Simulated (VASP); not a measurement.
# Ta3N (C2/m) in VASP: notebook

Ta3N is run at these levels: PBE; tasks: single point.

Program: VASP 6.6.1. These are calculated values, not measurements. Logs are shortened: lines on timing, memory, paths and dates and some standing lists are left out, and cuts for length are marked.

### Step 1. The cell of the first run

The structure is monoclinic, space group C2/m (No. 12). The conventional cell has a = 5.234 Å, b = 3.022 Å, c = 7.558 Å, α = 90.00°, β = 91.72°, γ = 90.00°. Ta (site symmetry 2/m) has 12 Ta at 3.00 to 3.06 Å and 2 N at 3.78 Å within 4.0 Å. Within 2.8 Å of Ta (site symmetry m) lie 3 N at 2.15 to 2.20 Å. N (site symmetry 2/m) has 6 Ta at 2.15 to 2.20 Å within 2.8 Å.

### Step 2. Single point, PBE (strain -0.0300 x Voigt [0, 0, 0, 1, 0, 0])

INCAR

```
PREC = Accurate
ENCUT = 520
EDIFF = 1E-6
ISMEAR = 0
SIGMA = 0.15
LREAL = False
LASPH = True
NELM = 80
ALGO = Normal
ISIF = 2
LWAVE = False
LCHARG = True
GGA = PE
LELF = True
LVHAR = True
NBANDS = 27
```

KPOINTS

```
regular mesh
0
Gamma
  18 18 6
```

POSCAR

```
Ta3N
1.0
    3.0217748255      0.0000000000      0.0000000000
   -1.5108874128      2.6169337634     -0.0392540065
    0.0000000000     -0.1133638228      7.5575881873
Ta N
3 1
Direct
    0.0000000000      0.0000000000      0.5000000000
    0.3333333333      0.6666666667      0.1735950547
    0.6666666667      0.3333333333      0.8264049453
    0.0000000000      0.0000000000      0.0000000000
```

Potentials or basis: VASP PAW PBE potentials, release 64 (Ta_pv, N).

Launch:

```bash
$ cat potpaw_PBE.64/Ta_pv/POTCAR potpaw_PBE.64/N/POTCAR > POTCAR
$ mpirun -np 1 vasp_std > vasp.out
```

OUTCAR:

```text
PREC = Accurate
   ENCUT = 520
   EDIFF = 1E-6
   ISMEAR = 0
   LREAL = False
   LASPH = True
   NELM = 80
   ISIF = 2
   GGA = PE

 ion  position               nearest neighbor table
   1  0.000  0.000  0.500-   2 3.00   3 3.00   3 3.00   2 3.00   3 3.06   2 3.06
   2  0.333  0.667  0.174-   4 2.15   4 2.20   4 2.20   1 3.00   1 3.00   1 3.06   3 3.13   3 3.13
                             3 3.19
   3  0.667  0.333  0.826-   4 2.15   4 2.20   4 2.20   1 3.00   1 3.00   1 3.06   2 3.13   2 3.13
                             2 3.19
   4  0.000  0.000  0.000-   2 2.15   3 2.15   3 2.20   2 2.20   3 2.20   2 2.20

  LATTYP: Found a base centered monoclinic cell.
 ALAT       =     5.2344563038
 B/A-ratio  =     0.5772853282
 C/A-ratio  =     1.4439777370
 COS(beta)  =    -0.0299932515

  Lattice vectors:

 A1 = (   1.5108874127,   2.6169337634,  -0.0392540065)
 A2 = (  -1.5108874128,   2.6169337634,  -0.0392540065)
 A3 = (   0.0000000000,  -0.1133638228,   7.5575881873)

Analysis of symmetry for initial positions (statically):
=====================================================================
 Subroutine PRICEL returns:
 Original cell was already a primitive cell.

 Routine SETGRP: Setting up the symmetry group for a
 base centered monoclinic supercell.

 Subroutine GETGRP returns: Found  4 space group operations
 (whereof  4 operations were pure point group operations)
 out of a pool of  4 trial point group operations.

The static configuration has the point symmetry C_2h.

Analysis of symmetry for dynamics (positions and initial velocities):
=====================================================================
 Subroutine PRICEL returns:
 Original cell was already a primitive cell.

 Routine SETGRP: Setting up the symmetry group for a
 base centered monoclinic supercell.

 Subroutine GETGRP returns: Found  4 space group operations
 (whereof  4 operations were pure point group operations)
 out of a pool of  4 trial point group operations.

The dynamic configuration has the point symmetry C_2h.

 Subroutine INISYM returns: Found  4 space group operations
 (whereof  4 operations are pure point group operations),
 and found     1 'primitive' translations

----------------------------------------------------------------------------------------

                                     Primitive cell

  volume of cell :      59.7503

  direct lattice vectors                    reciprocal lattice vectors
     3.021774826  0.000000000  0.000000000     0.330931343  0.191106299  0.002866594
    -1.510887413  2.616933763 -0.039254007     0.000000000  0.382212597  0.005733189
     0.000000000 -0.113363823  7.557588187     0.000000000  0.001985207  0.132347123

  length of vectors
     3.021774826  3.022029777  7.558438368     0.382158852  0.382255594  0.132362011

  position of ions in fractional coordinates (direct lattice)
     0.000000000  0.000000000  0.500000000
     0.333333333  0.666666667  0.173595055
     0.666666667  0.333333333  0.826404945
     0.000000000  0.000000000  0.000000000

  ion indices of the primitive-cell ions
   primitive index   ion index
                 1           1
                 2           2
                 3           3
                 4           4

----------------------------------------------------------------------------------------

 KPOINTS: regular mesh

Automatic generation of k-mesh.
 Grid dimensions read from file:
 generate k-points for:   18   18    6

 Generating k-lattice:

  Cartesian coordinates                     Fractional coordinates (reciprocal lattice)
     0.018385075  0.010617017  0.000159255     0.055555556 -0.000000000  0.000000000
     0.000000000  0.021234033  0.000318510     0.000000000  0.055555556 -0.000000000
     0.000000000  0.000330868  0.022057854     0.000000000  0.000000000  0.166666667

  Length of vectors
     0.021231047  0.021236422  0.022060335

  Shift w.r.t. Gamma in fractional coordinates (k-lattice)
     0.000000000  0.000000000  0.000000000

 Subroutine IBZKPT returns following result:
 ===========================================

 Found    524 irreducible k-points:

 Following reciprocal coordinates:
            Coordinates               Weight
  0.000000  0.000000  0.000000      1.000000
  0.055556 -0.000000  0.000000      4.000000
  0.111111 -0.000000  0.000000      4.000000
  0.166667 -0.000000  0.000000      4.000000
  0.222222 -0.000000  0.000000      4.000000
  0.277778 -0.000000  0.000000      4.000000
[... 16 lines left out ...]
 -0.333333  0.055556 -0.000000      4.000000
 -0.277778  0.055556 -0.000000      4.000000
 [... further k-points ...]
   k-points           NKPTS =    524   k-points in BZ     NKDIM =    524   number of bands    NBANDS=     27
   number of dos      NEDOS =    301   number of ions     NIONS =      4
   total plane-waves  NPLWV =  32256
   dimension x,y,z NGX =    24 NGY =   24 NGZ =   56
   dimension x,y,z NGXF=    48 NGYF=   48 NGZF=  112
   ions per type =               3   1
   NGX,Y,Z   is equivalent  to a cutoff of  13.20, 13.20, 12.32 a.u.
   NGXF,Y,Z  is equivalent  to a cutoff of  26.41, 26.41, 24.63 a.u.
 SYSTEM =  unknown system
   PREC   = accura    normal or accurate (medium, high low for compatibility)
   ISTART =      0    job   : 0-new  1-cont  2-samecut
   ICHARG =      2    charge: 1-file 2-atom 10-const
   ISPIN  =      1    spin polarized calculation?
   LNONCOLLINEAR =      F non collinear calculations
   LSORBIT =      F    spin-orbit coupling
   LASPH  =      T    aspherical Exc in radial PAW
   ENCUT  =  520.0 eV  38.22 Ry    6.18 a.u.   5.62  5.62 14.05*2*pi/ulx,y,z
   NELM   =     80;   NELMIN=  2; NELMDL= -5     # of ELM steps
   EDIFF  = 0.1E-05   stopping-criterion for ELM
   LREAL  =      F    real-space projection
[... 7 lines left out ...]
   TEBEG  =    0.0;   TEEND  =   0.0 temperature during run
   PSTRESS=    0.0 pullay stress
   NELECT =      38.0000    total number of electrons
   NUPDOWN=      -1.0000    fix difference up-down
   EMIN   =  10.00;   EMAX   =-10.00  energy-range for DOS
   EFERMI =   0.00;   METHOD = LEGACY
   ISMEAR =     0;   SIGMA  =   0.15  broadening in eV -4-tet -1-fermi 0-gaus
   EFERMI_NEDOS =   21; number of points for ismear=-14 and -15
   IALGO  =     38    algorithm
   IMIX   =      4    mixing-type and parameters
     AMIX     =   0.40;   BMIX     =  1.00
     AMIX_MAG =   1.60;   BMIX_MAG =  1.00
  volume/ion in A,a.u.               =      14.94       100.80
  Fermi-wavevector in a.u.,A,eV,Ry     =   1.407848  2.660448 26.967256  1.982037
  Thomas-Fermi vector in A             =   2.530066
   LORBIT       =      0    0 simple, 1 ext, 2 COOP (PROOUT), +10 PAW based schemes
   GGA     = PE    functional components
   LHFCALC =     F    Hartree Fock is set to
   AEXX    =    0.0000 exact exchange contribution
   IVDW    =     0    specifies the selected vdW correction
   LEPSILON=     F    determine dielectric tensor
   LRPA    =     F    only Hartree local field effects (RPA)
 non-spin polarized calculation
 Gauss-broadening in eV      SIGMA  =   0.15
  energy-cutoff  :      520.00
  volume of cell :       59.75
 maximum number of plane-waves:      1636
   NGX = 11   NGY = 11   NGZ = 29

 number of electron      37.9999997 magnetization

 Free energy of the ion-electron system (eV)
  ---------------------------------------------------
  ext. energy  EPLUGINS =         0.00000000
  ---------------------------------------------------
  free energy    TOTEN  =       -45.63230997 eV

  energy without entropy =      -45.59672823  energy(sigma->0) =      -45.61451910

 E-fermi :   6.6491     XC(G=0): -12.7001

 val. band max:        6.6485062421   @ k =   0.3889   0.3889   0.1667
 cond. band min:       6.6523319826   @ k =   0.0556  -0.2222   0.1667
 fundamental gap:      0.0038257405
 Fermi energy:         6.6490672363

 k-point     1 :       0.0000    0.0000    0.0000
  band No.  band energies     occupation
      1     -28.5229      2.00000
      2     -28.2263      2.00000
      3     -27.8897      2.00000
      4     -27.8870      2.00000
      5     -27.8698      2.00000
      6     -27.8507      2.00000
[... 19 lines left out ...]
     26       9.0465      0.00000
     27      10.0692      0.00000

 k-point     2 :       0.0556   -0.0000    0.0000
  band No.  band energies     occupation
      1     -28.5180      2.00000
      2     -28.2234      2.00000
      3     -27.9116      2.00000
      4     -27.8970      2.00000
      5     -27.8811      2.00000
      6     -27.8634      2.00000
[... 19 lines left out ...]
     26       9.1459      0.00000
     27      10.2745      0.00000

 k-point     3 :       0.1111   -0.0000    0.0000
  band No.  band energies     occupation
      1     -28.5042      2.00000
      2     -28.2174      2.00000
      3     -27.9761      2.00000
      4     -27.9401      2.00000
      5     -27.9167      2.00000
      6     -27.8773      2.00000
[... 19 lines left out ...]
     26       9.4081      0.00000
     27      10.5384      0.00000

 k-point     4 :       0.1667   -0.0000    0.0000
  band No.  band energies     occupation
      1     -28.4854      2.00000
      2     -28.2210      2.00000
      3     -28.0606      2.00000
      4     -28.0298      2.00000
      5     -27.9465      2.00000
      6     -27.8954      2.00000
[... 19 lines left out ...]
     26       9.8186      0.00000
     27      10.7463      0.00000
[... 516 lines left out ...]
      4     -28.0977      2.00000
      5     -28.0662      2.00000
      6     -27.9939      2.00000
[... 19 lines left out ...]
     26      11.1211      0.00000
     27      11.2627      0.00000

 k-point    23 :      -0.3333    0.0556   -0.0000
  band No.  band energies     occupation
      1     -28.5036      2.00000
      2     -28.4269      2.00000
      3     -28.2543      2.00000
      4     -28.0990      2.00000
      5     -28.0413      2.00000
      6     -27.9705      2.00000
[... 19 lines left out ...]
     26      10.7489      0.00000
     27      11.1382      0.00000

 k-point    24 :      -0.2778    0.0556   -0.0000
  band No.  band energies     occupation
      1     -28.4702      2.00000
      2     -28.3259      2.00000
      3     -28.1932      2.00000
      4     -28.1017      2.00000
      5     -28.0060      2.00000
      6     -27.9444      2.00000
[... 19 lines left out ...]
     26      10.4138      0.00000
     27      11.0653      0.00000

 [... further k-points ...]

------------------------ aborting loop because EDIFF is reached ----------------------------------------

  FORCE on cell =-STRESS in cart. coord.  units (eV):
  Direction    XX          YY          ZZ          XY          YZ          ZX
  --------------------------------------------------------------------------------------
  -------------------------------------------------------------------------------------
  Total        0.2787563      0.0423191      0.1944631     -0.0000000     -0.1630719      0.0000000
  in kB        7.4747195      1.1347657      5.2144372     -0.0000000     -4.3726962      0.0000000
  external PRESSURE =       4.6079742 kB  Pullay stress =       0.0000000 kB

 VOLUME and BASIS-vectors are now :
 -----------------------------------------------------------------------------
  energy-cutoff  :      520.00
  volume of cell :       59.75
      direct lattice vectors                 reciprocal lattice vectors
     3.021774826  0.000000000  0.000000000     0.330931343  0.191106299  0.002866594
    -1.510887413  2.616933763 -0.039254007     0.000000000  0.382212597  0.005733189
     0.000000000 -0.113363823  7.557588187     0.000000000  0.001985207  0.132347123

 POSITION                                       TOTAL-FORCE (eV/Angst)
 -----------------------------------------------------------------------------------
      0.00000     -0.05668      3.77879         0.000000     -0.000000      0.000000
     -0.00000      1.72494      1.28579        -0.000000      0.209093      0.070609
      1.51089      0.77863      6.23254         0.000000     -0.209093     -0.070609
      0.00000      0.00000      0.00000         0.000000     -0.000000      0.000000
 -----------------------------------------------------------------------------------
    total drift:                                0.000000     -0.000000     -0.000000

  FREE ENERGIE OF THE ION-ELECTRON SYSTEM (eV)
  ---------------------------------------------------
  free  energy   TOTEN  =       -45.6323099705 eV

  energy  without entropy=      -45.5967282276  energy(sigma->0) =      -45.61451910
```

Wall time 5.6 min (1 thread of AMD EPYC 9R45 (Zen 5), shared host); peak memory 0.69 GiB.

What came out:

```yaml
Free_energy: -45.6323 eV
Pressure: 0.5 GPa
Largest_force: 0.221 eV/Å
Band_gap_on_the_k_mesh: zero (bands 19 and 20 overlap by 0.88 eV)
```

Forces in eV/Å, atoms in the order of the input:
```
Ta   0.000  0.000  0.000
Ta   0.000  0.209  0.071
Ta   0.000 -0.209 -0.071
N    0.000  0.000  0.000
```

Levels at points of the mesh, in eV from the Fermi level:
| k point | band 16 | band 17 | band 18 | band 19 | band 20 | band 21 | band 22 | band 23 |
| --- | --- | --- | --- | --- | --- | --- | --- | --- |
| (0.00, 0.00, 0.00) | -1.43 | -0.60 | -0.41 | -0.22 | 0.32 | 0.35 | 0.91 | 1.75 |
| (0.50, 0.00, 0.00) | -3.09 | -1.10 | -0.57 | 0.23 | 0.78 | 0.81 | 3.58 | 3.99 |
| (0.00, 0.50, 0.00) | -3.13 | -1.24 | -0.42 | -0.03 | 0.73 | 1.09 | 3.53 | 3.98 |
| (0.00, 0.00, 0.50) | -1.29 | -1.17 | -0.25 | -0.21 | 0.56 | 0.61 | 1.16 | 1.33 |
| (0.50, 0.00, 0.50) | -2.87 | -1.27 | -1.27 | 0.10 | 0.89 | 1.41 | 2.41 | 4.46 |
| (0.00, 0.50, 0.50) | -2.95 | -1.36 | -1.24 | 0.32 | 0.86 | 1.27 | 2.47 | 4.38 |

Caveat: the cell differs from its parent crystal (strain -0.0300 x Voigt [0, 0, 0, 1, 0, 0]); spin-orbit coupling is left out, which moves the levels of the heavy elements.

### Step 3. Single point, PBE (strain +0.0150 x Voigt [0, 0, 0, 1, 0, 0])

INCAR

```
SYSTEM = Ta3N
ALGO = Normal ; EDIFF = 1E-6
ENCUT = 520 ; GGA = PE
ISIF = 2 ; ISMEAR = 0
LASPH = .TRUE. ; LCHARG = .FALSE.
LREAL = .FALSE. ; LWAVE = .FALSE.
NBANDS = 27 ; NELM = 100
PREC = Accurate ; SIGMA = 0.15
```

KPOINTS

```
k-points
0
G
  18 18 6
  0 0 0
```

Changes to POSCAR since step 2:

```diff
@@ -3,4 +3,4 @@
     3.0217748255      0.0000000000      0.0000000000
-   -1.5108874128      2.6169337634     -0.0392540065
-    0.0000000000     -0.1133638228      7.5575881873
+   -1.5108874128      2.6169337634      0.0196270032
+    0.0000000000      0.0566819114      7.5575881873
 Ta N
```

Potentials or basis: VASP PAW PBE potentials, release 64 (Ta_pv, N).

Launch:

```bash
$ cat potpaw_PBE.64/Ta_pv/POTCAR potpaw_PBE.64/N/POTCAR > POTCAR
$ mpirun -np 1 vasp_std > vasp.out
```

Run time: 5.7 min. Hardware: 1 thread of AMD EPYC 9R45 (Zen 5), shared host; peak memory 0.69 GiB.

The run converged. Its results:

| Item | Value |
| --- | --- |
| Free energy | -45.6302 eV |
| Pressure | 0.3 GPa |
| Largest force | 0.107 eV/Å |
| Band gap on the k mesh | zero (bands 19 and 20 overlap by 0.81 eV) |

Forces on the atoms (eV/Å):
```
Ta   0.000  0.000  0.000
Ta   0.000 -0.094  0.051
Ta   0.000  0.094 -0.051
N    0.000  0.000  0.000
```

Stress tensor (GPa, compression positive):
```
0.11 0.00 0.00
0.00 0.52 0.12
0.00 0.12 0.40
```

Levels at points of the mesh, in eV from the Fermi level:
```
           k point  band 17  band 18  band 19  band 20  band 21  band 22
(0.00, 0.00, 0.00)    -0.49    -0.44    -0.30     0.33     0.33     0.91
(0.50, 0.00, 0.00)    -1.18    -0.50     0.10     0.75     0.94     3.55
(0.00, 0.50, 0.00)    -1.11    -0.56     0.23     0.77     0.80     3.58
(0.00, 0.00, 0.50)    -1.16    -0.25    -0.22     0.57     0.59     1.19
(0.50, 0.00, 0.50)    -1.32    -1.25     0.20     0.87     1.32     2.44
(0.00, 0.50, 0.50)    -1.27    -1.27     0.09     0.93     1.35     2.43
```

Caveat: the cell differs from its parent crystal (strain +0.0150 x Voigt [0, 0, 0, 1, 0, 0]); spin-orbit coupling is left out, which moves the levels of the heavy elements.
